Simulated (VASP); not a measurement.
TiSi16 (a cell with a defect): single point with PBE+D3(BJ)

The system is TiSi16 (a cell with a defect).

```
Si Ti
1.0
     0.00000    5.43000    5.43000
     5.43000    0.00000    5.43000
     5.43000    5.43000    0.00000
Si Ti
16 1
Direct
  0.00157 0.97443 0.01376
  0.15111 0.11482 0.11946
  0.00709 0.00011 0.49290
  0.11754 0.11521 0.64103
  0.00155 0.51046 0.01376
  0.10132 0.61013 0.17861
  0.97703 0.48588 0.55142
  0.11754 0.62642 0.64103
  0.50934 0.01840 0.95405
  0.60598 0.11490 0.11920
  0.49123 0.00019 0.49267
  0.63317 0.14211 0.58280
  0.46558 0.51052 0.01355
  0.60594 0.66011 0.11920
  0.49123 0.51610 0.49267
  0.60638 0.62648 0.64084
  0.77588 0.28485 0.15462
```

```
Program                : VASP 6.6.1
Task                   : single point
Functional             : PBE
Dispersion             : D3(BJ)
Potentials or basis    : VASP PAW PBE potentials, release 64 (Si, Ti_sv)
Cutoff                 : 520 eV
k mesh                 : 2 × 2 × 2
Occupations            : fermi-dirac, width 0.02 eV
Spin                   : no spin polarisation
Dipole correction      : no
Further INCAR settings : LREAL = Auto; ALGO = Normal; EDIFF = 1e-06; NBANDS = 52
```

```
Pressure                   : 1.4 GPa
Largest force              : 1.983 eV/Å
Band gap on the k mesh     : zero (band 38 reaches 6.95 eV, above the bottom of band 39 at 6.62 eV)
Dispersion energy per atom : -0.343 eV
```

Forces on the atoms (eV/Å):
```
Si   0.056 -0.097  0.098
Si  -0.117 -0.092  0.116
Si  -0.077 -0.029  0.076
Si  -0.037 -0.087  0.088
Si  -0.098 -0.097 -0.057
Si  -0.082 -0.082  0.082
Si  -0.117 -0.117  0.117
Si  -0.088 -0.087  0.037
Si  -0.075 -0.076  0.075
Si  -0.116 -0.115  0.092
Si  -0.077 -0.074  0.031
Si  -0.015 -0.014  0.016
Si  -0.096  0.055  0.096
Si  -0.093 -0.115  0.116
Si  -0.031 -0.073  0.077
Si  -0.089 -0.034  0.089
Ti   1.152  1.134 -1.147
```

Stress tensor (GPa, compression positive):
```
 1.40 -0.57  0.57
-0.57  1.40  0.57
 0.57  0.57  1.40
```

Levels at points of the mesh, in eV from the Fermi level:
| k point | band 36 | band 37 | band 38 | band 39 | band 40 | band 41 |
| --- | --- | --- | --- | --- | --- | --- |
| (0.00, 0.00, 0.00) | -0.75 | -0.59 | -0.28 | -0.28 | -0.05 | -0.05 |
| (0.50, 0.00, 0.00) | -1.31 | -0.34 | -0.01 | 0.14 | 0.59 | 0.61 |
| (0.00, 0.50, 0.00) | -1.31 | -0.34 | -0.01 | 0.14 | 0.59 | 0.61 |
| (0.00, 0.00, 0.50) | -1.35 | -0.22 | -0.22 | -0.21 | 0.70 | 0.70 |
| (0.50, 0.50, 0.50) | -1.31 | -0.34 | -0.01 | 0.14 | 0.59 | 0.61 |
| (0.50, 0.50, 0.00) | -1.80 | -0.27 | 0.05 | 0.30 | 0.66 | 0.89 |
| (0.00, 0.50, 0.50) | -1.80 | -0.27 | 0.05 | 0.30 | 0.66 | 0.89 |
| (0.50, 0.00, 0.50) | -1.80 | -0.27 | 0.05 | 0.30 | 0.66 | 0.89 |

Run time: 4.3 min on 1 thread of AMD EPYC 9R45 96-Core Processor (Zen 5), on a shared host, peak memory 0.46 GiB.

Caveat: the k points lie up to 0.50 Å⁻¹ apart.
